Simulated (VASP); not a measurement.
Here is a VASP 6.6.1 calculation.

INCAR

```
PREC = Accurate
ENCUT = 700
EDIFF = 1E-6
ISMEAR = 0
SIGMA = 0.1
LREAL = F
LASPH = T
NELM = 200
ALGO = Normal
ISIF = 2
LWAVE = F
LCHARG = T
ISPIN = 2
MAGMOM = 0.54 0.66 0.3
LORBIT = 11
LMAXMIX = 4
GGA = PE
LELF = T
LVHAR = T
NBANDS = 27
GGA_COMPAT = F
```

KPOINTS

```
Automatic mesh
0
Gamma
  18 18 12
```

File POSCAR:

```
CuOF
1.0
    3.2304055969      0.0000000028      0.0000000000
   -1.6152028009      2.7976133100      0.0000000000
    0.0000000000      0.0000000000      3.6935215368
Cu O F
1 1 1
Direct
    0.6666666667      0.3333333333      0.5000000000
    0.3333333333      0.6666666667      0.5000000000
    0.0000000000      0.0000000000      0.0000000000
```

Potentials or basis: VASP PAW PBE potentials, release 64 (Cu_sv_GW, O, F).

Launch:

```bash
$ cat potpaw_PBE.64/Cu_sv_GW/POTCAR potpaw_PBE.64/O/POTCAR potpaw_PBE.64/F/POTCAR > POTCAR
$ mpirun -np 1 vasp_std > vasp.out
```

(1) Predict the net moment.

(2) Estimate the site moments.

(3) What does it give for the pressure?

Answers

(1) 1.44 μB per cell.

(2) Cu +0.51; O +0.59; F +0.26 μB.

(3) -2.6 GPa.

Caveat: a cell with one magnetic atom can't hold antiferromagnetic order, which such compounds often take.
